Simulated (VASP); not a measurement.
Write the native input for VASP 6.6.1 that does the following.

* Task: single point
* Functional: BHLYP
* Potentials or basis: VASP PAW PBE potentials, release 64 (P)
* Cutoff: 520 eV
* k mesh: 5 × 5 × 5
* Occupations: methfessel-paxton, width 0.1 eV
* Spin: no spin polarisation
* Dipole correction: no
* Grid for exact exchange (PRECFOCK): Normal
* Further INCAR settings: ALGO = Normal; EDIFF = 1e-06; NBANDS = 12
* Share of exact exchange: 0.5

Crystal: P.

```xyz
2
Lattice="1.7248 0.9958 3.1280 -1.7248 0.9958 3.1280 0.0000 -1.9916 3.1280" Properties=species:S:1:pos:R:3 pbc="T T T"
P     0.0000    0.0000    7.2531
P     0.0000    0.0000    2.1309
```

One way to write it, as run:

POSCAR

```
P
1.0
    1.7248042999      0.9958162269      3.1280099585
   -1.7248042999      0.9958162269      3.1280099585
    0.0000000000     -1.9916324537      3.1280099585
P
2
Direct
    0.7729197500      0.7729197500      0.7729197500
    0.2270802500      0.2270802500      0.2270802500
```

INCAR.step1

```
SYSTEM = P
  PREC = Accurate
  ENCUT = 520
  EDIFF = 1E-5
  ISMEAR = 1
  SIGMA = 0.1
  LREAL = .FALSE.
  LASPH = .TRUE.
  NELM = 80
  ALGO = Normal
  ISIF = 2
  LWAVE = .TRUE.
  LCHARG = .FALSE.
  NBANDS = 12
  GGA = PE
```

INCAR.step2

```
SYSTEM = P
  PREC = Accurate
  ENCUT = 520
  EDIFF = 1E-6
  ISMEAR = 1
  SIGMA = 0.1
  LREAL = .FALSE.
  LASPH = .TRUE.
  NELM = 80
  ALGO = Normal
  ISIF = 2
  LWAVE = .FALSE.
  LCHARG = .FALSE.
  GGA = B5
  LHFCALC = .TRUE.
  AEXX = 0.5
  ALDAX = 0.5
  AGGAX = 0.5
  AGGAC = 1.0
  ALDAC = 0.0
  PRECFOCK = Normal
  NBANDS = 12
  ISTART = 1
```

KPOINTS

```
regular mesh
0
G
  5 5 5
  0 0 0
```

Potentials or basis: VASP PAW PBE potentials, release 64 (P).

Run with:

```sh
$ cat potpaw_PBE.64/P/POTCAR > POTCAR
$ cp INCAR.step1 INCAR
$ mpirun -np 1 vasp_std > vasp.out
$ cp INCAR.step2 INCAR
$ mpirun -np 1 vasp_std > vasp.out
```

Results of the run:

The pressure is 2.7 GPa, the largest force is 0.916 eV/Å and the band gap on the k mesh is zero (bands 5 and 6 overlap by 0.33 eV).

Caveat: the k points lie up to 0.44 Å⁻¹ apart; the PAW data sets were made with another functional, which shifts forces and pressure a little.

It took 8.9 min on 1 thread of Intel(R) Xeon(R) Platinum 8259CL CPU @ 2.50GHz (Skylake/Cascade Lake) (shared host), peak memory 0.16 GiB.
